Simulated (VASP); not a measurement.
# F (C2/m) in VASP: notebook

The runs below take F through single point, with PBEsol.

All numbers are computed with VASP 6.6.1; they aren't measurements. Logs are shortened: lines on timing, memory, paths and dates and some standing lists are left out, and cuts for length are marked.

### 1 The cell of the first run

The structure is monoclinic, space group C2/m (No. 12). The conventional cell has a = 6.598 Å, b = 3.662 Å, c = 7.751 Å, α = 90.00°, β = 113.16°, γ = 90.00°. F (site symmetry m) has 1 F at 1.45 Å within 1.9 Å. Within 1.9 Å of F (site symmetry m) lie 1 F at 1.44 Å.

### 2 Single point, PBEsol

Contents of INCAR:

```
ALGO = Normal ; EDIFF = 1E-6
ENCUT = 520 ; GGA = PS
ISIF = 2 ; ISMEAR = 0
LASPH = T ; LCHARG = F
LREAL = F ; LWAVE = F
NBANDS = 22 ; NELM = 80
PREC = Accurate ; SIGMA = 0.05
```

Contents of KPOINTS:

```
k-points
0
Gamma
  4 4 2
```

Contents of POSCAR:

```
F
1.0
    3.2894583919     -1.8308778583     -0.2537114088
    3.2894583919      1.8308778583     -0.2537114088
   -2.4912865642      0.0000000000      7.3395650405
F
4
Direct
    0.0848459664      0.0848459664      0.0940038325
    0.9151540336      0.9151540336      0.9059961675
    0.5015719855      0.5015719855      0.5937195244
    0.4984280145      0.4984280145      0.4062804756
```

Potentials or basis: VASP PAW PBE potentials, release 64 (F).

The run is started by

```sh
$ cat potpaw_PBE.64/F/POTCAR > POTCAR
$ mpirun -np 1 vasp_std > vasp.out
```

OUTCAR:

```text
EDIFF = 1E-6
   ENCUT = 520
   GGA = PS
   ISIF = 2
   ISMEAR = 0
   LASPH = T
   LREAL = F
   NELM = 80
   PREC = Accurate

 ion  position               nearest neighbor table
   1  0.085  0.085  0.094-   2 1.45
   2  0.915  0.915  0.906-   1 1.45
   3  0.502  0.502  0.594-   4 1.44
   4  0.498  0.498  0.406-   3 1.44

  LATTYP: Found a base centered monoclinic cell.
 ALAT       =     6.5984561803
 B/A-ratio  =     0.5549412797
 C/A-ratio  =     1.1746464453
 COS(beta)  =    -0.3932887866

  Lattice vectors:

 A1 = (   3.2894583919,  -1.8308778583,  -0.2537114088)
 A2 = (   3.2894583919,   1.8308778583,  -0.2537114088)
 A3 = (  -2.4912865642,   0.0000000000,   7.3395650405)

Analysis of symmetry for initial positions (statically):
=====================================================================
 Subroutine PRICEL returns:
 Original cell was already a primitive cell.

 Routine SETGRP: Setting up the symmetry group for a
 base centered monoclinic supercell.

 Subroutine GETGRP returns: Found  4 space group operations
 (whereof  4 operations were pure point group operations)
 out of a pool of  4 trial point group operations.

The static configuration has the point symmetry C_2h.

Analysis of symmetry for dynamics (positions and initial velocities):
=====================================================================
 Subroutine PRICEL returns:
 Original cell was already a primitive cell.

 Routine SETGRP: Setting up the symmetry group for a
 base centered monoclinic supercell.

 Subroutine GETGRP returns: Found  4 space group operations
 (whereof  4 operations were pure point group operations)
 out of a pool of  4 trial point group operations.

The dynamic configuration has the point symmetry C_2h.

 Subroutine INISYM returns: Found  4 space group operations
 (whereof  4 operations are pure point group operations),
 and found     1 'primitive' translations

----------------------------------------------------------------------------------------

                                     Primitive cell

  volume of cell :      86.0920

[... 74 lines left out ...]
   ICHARG =      2    charge: 1-file 2-atom 10-const
   ISPIN  =      1    spin polarized calculation?
   LNONCOLLINEAR =      F non collinear calculations
   LSORBIT =      F    spin-orbit coupling
   LASPH  =      T    aspherical Exc in radial PAW
   ENCUT  =  520.0 eV  38.22 Ry    6.18 a.u.   7.02  7.02 14.41*2*pi/ulx,y,z
   NELM   =     80;   NELMIN=  2; NELMDL= -5     # of ELM steps
   EDIFF  = 0.1E-05   stopping-criterion for ELM
   LREAL  =      F    real-space projection
   EDIFFG = 0.1E-04   stopping-criterion for IOM
   NSW    =      0    number of steps for IOM
   IBRION =     -1    ionic relax: 0-MD 1-quasi-New 2-CG
   NFREE  =      0    steps in history (QN), initial steepest desc. (CG)
   ISIF   =      2    stress and relaxation
   ISYM   =      2    0-nonsym 1-usesym 2-fastsym
   POTIM  = 0.5000    time-step for ionic-motion
   TEBEG  =    0.0;   TEEND  =   0.0 temperature during run
   PSTRESS=    0.0 pullay stress
   NELECT =      28.0000    total number of electrons
   NUPDOWN=      -1.0000    fix difference up-down
   EMIN   =  10.00;   EMAX   =-10.00  energy-range for DOS
   EFERMI =   0.00;   METHOD = LEGACY
   ISMEAR =     0;   SIGMA  =   0.05  broadening in eV -4-tet -1-fermi 0-gaus
   EFERMI_NEDOS =   21; number of points for ismear=-14 and -15
   IALGO  =     38    algorithm
   IMIX   =      4    mixing-type and parameters
     AMIX     =   0.40;   BMIX     =  1.00
     AMIX_MAG =   1.60;   BMIX_MAG =  1.00
  volume/ion in A,a.u.               =      21.52       145.24
  Fermi-wavevector in a.u.,A,eV,Ry     =   1.125831  2.127512 17.245326  1.267496
  Thomas-Fermi vector in A             =   2.262510
   LORBIT       =      0    0 simple, 1 ext, 2 COOP (PROOUT), +10 PAW based schemes
   GGA     = PS    functional components
   LHFCALC =     F    Hartree Fock is set to
   AEXX    =    0.0000 exact exchange contribution
   IVDW    =     0    specifies the selected vdW correction
   LEPSILON=     F    determine dielectric tensor
   LRPA    =     F    only Hartree local field effects (RPA)
 non-spin polarized calculation
 Gauss-broadening in eV      SIGMA  =   0.05
  energy-cutoff  :      520.00
  volume of cell :       86.09
 maximum number of plane-waves:      2340
   NGX = 15   NGY = 15   NGZ = 29

 number of electron      27.9999988 magnetization

 Free energy of the ion-electron system (eV)
  ---------------------------------------------------
  ext. energy  EPLUGINS =         0.00000000
  ---------------------------------------------------
  free energy    TOTEN  =        -7.75550114 eV

  energy without entropy =       -7.75550114  energy(sigma->0) =       -7.75550114

 E-fermi :  -6.0452     XC(G=0):  -6.3190

 val. band max:       -6.3622696378   @ k =   0.5000   0.5000   0.0000
 cond. band min:      -3.7676069138   @ k =   0.0000   0.0000   0.0000
 fundamental gap:      2.5946627239
 Fermi energy:        -6.0451830551

 k-point     1 :       0.0000    0.0000    0.0000
  band No.  band energies     occupation
      1     -30.6680      2.00000
      2     -30.5295      2.00000
      3     -24.8853      2.00000
      4     -24.6986      2.00000
      5     -12.5644      2.00000
      6     -12.1280      2.00000
[... 339 lines left out ...]
     21       8.1937      0.00000
     22       8.2555      0.00000

------------------------ aborting loop because EDIFF is reached ----------------------------------------

  FORCE on cell =-STRESS in cart. coord.  units (eV):
  Direction    XX          YY          ZZ          XY          YZ          ZX
  --------------------------------------------------------------------------------------
  -------------------------------------------------------------------------------------
  Total       -0.7896138     -0.2742024     -3.0868797      0.0000000      0.0000000     -0.2003115
  in kB      -14.6947608     -5.1029234    -57.4470186      0.0000000      0.0000000     -3.7278083
  external PRESSURE =     -25.7482343 kB  Pullay stress =       0.0000000 kB

 VOLUME and BASIS-vectors are now :
 -----------------------------------------------------------------------------
  energy-cutoff  :      520.00
  volume of cell :       86.09
      direct lattice vectors                 reciprocal lattice vectors
     3.289458392 -1.830877858 -0.253711409     0.156087059 -0.273093040  0.052981013
     3.289458392  1.830877858 -0.253711409     0.156087059  0.273093040  0.052981013
    -2.491286564  0.000000000  7.339565041     0.010791121  0.000000000  0.139910713

 POSITION                                       TOTAL-FORCE (eV/Angst)
 -----------------------------------------------------------------------------------
      0.32400      0.00000      0.64689        -0.498412      0.000000     -0.993881
      3.76363      0.00000      6.18525         0.498412      0.000000      0.993881
      1.82067      0.00000      4.10313         0.355687      0.000000     -1.064683
      2.26696      0.00000      2.72901        -0.355687      0.000000      1.064683
 -----------------------------------------------------------------------------------
    total drift:                                0.000000      0.000000     -0.000000

  FREE ENERGIE OF THE ION-ELECTRON SYSTEM (eV)
  ---------------------------------------------------
  free  energy   TOTEN  =        -7.7555011432 eV

  energy  without entropy=       -7.7555011432  energy(sigma->0) =       -7.75550114
```

OSZICAR:

```text
N       E                     dE             d eps       ncg     rms          rms(c)
DAV:   1     0.185030328820E+03    0.18503E+03   -0.14817E+04   632   0.114E+03
DAV:   2     0.285948532833E+00   -0.18474E+03   -0.17959E+03   862   0.273E+02
DAV:   3    -0.940662060033E+01   -0.96926E+01   -0.96473E+01   712   0.636E+01
DAV:   4    -0.947589371215E+01   -0.69273E-01   -0.69268E-01   670   0.618E+00
DAV:   5    -0.947633899826E+01   -0.44529E-03   -0.44528E-03   694   0.484E-01    0.111E+01
DAV:   6    -0.821321482172E+01    0.12631E+01   -0.42368E-01   646   0.644E+00    0.632E+00
DAV:   7    -0.775728797016E+01    0.45593E+00   -0.58453E-01   622   0.715E+00    0.653E-01
DAV:   8    -0.775528949525E+01    0.19985E-02   -0.75855E-02   658   0.193E+00    0.116E-01
DAV:   9    -0.775538405744E+01   -0.94562E-04   -0.91670E-04   700   0.229E-01    0.694E-02
DAV:  10    -0.775549629836E+01   -0.11224E-03   -0.26263E-04   640   0.130E-01    0.252E-02
DAV:  11    -0.775550133941E+01   -0.50410E-05   -0.30182E-05   688   0.532E-02    0.638E-03
DAV:  12    -0.775550114323E+01    0.19618E-06   -0.33989E-06   676   0.167E-02
   1 F= -.77555011E+01 E0= -.77555011E+01  d E =-.301309E-20
```

stdout:

```text
POSCAR found type information on POSCAR F
 POSCAR found :  1 types and       4 ions
 scaLAPACK will be used
 -----------------------------------------------------------------------------
|                                                                             |
|                                                                             |
|     You enforced a specific xc type in the INCAR file but a different       |
|     I HOPE YOU KNOW WHAT YOU ARE DOING!                                     |
|                                                                             |
 -----------------------------------------------------------------------------

 LDA part: xc-table for (Slater+PW92), standard interpolation
 POSCAR, INCAR and KPOINTS ok, starting setup
 FFT: planning ... GRIDC
 FFT: planning ... GRID_SOFT
 FFT: planning ... GRID
 WAVECAR not read
 entering main loop
```

Run time: 14 s. Hardware: 1 thread of AMD EPYC 9R14 (Zen 4), shared host; peak memory 0.16 GiB.

Results:

```yaml
Free_energy: -7.7555 eV
Pressure: -2.6 GPa
Largest_force: 1.123 eV/Å
Band_gap_on_the_k_mesh: 2.59 eV, indirect (least direct gap 2.66 eV)
```

Forces in eV/Å, atoms in the order of the input:
```
F   -0.498  0.000 -0.994
F    0.498  0.000  0.994
F    0.356  0.000 -1.065
F   -0.356  0.000  1.065
```

Stress tensor (GPa, compression positive):
```
-1.47  0.00 -0.37
 0.00 -0.51  0.00
-0.37  0.00 -5.74
```

Caveat: the k points lie up to 0.50 Å⁻¹ apart; the PAW data sets were made with another functional, which shifts forces and pressure a little. A k mesh can miss the band edges.

(Continued in part 2 of 2.)
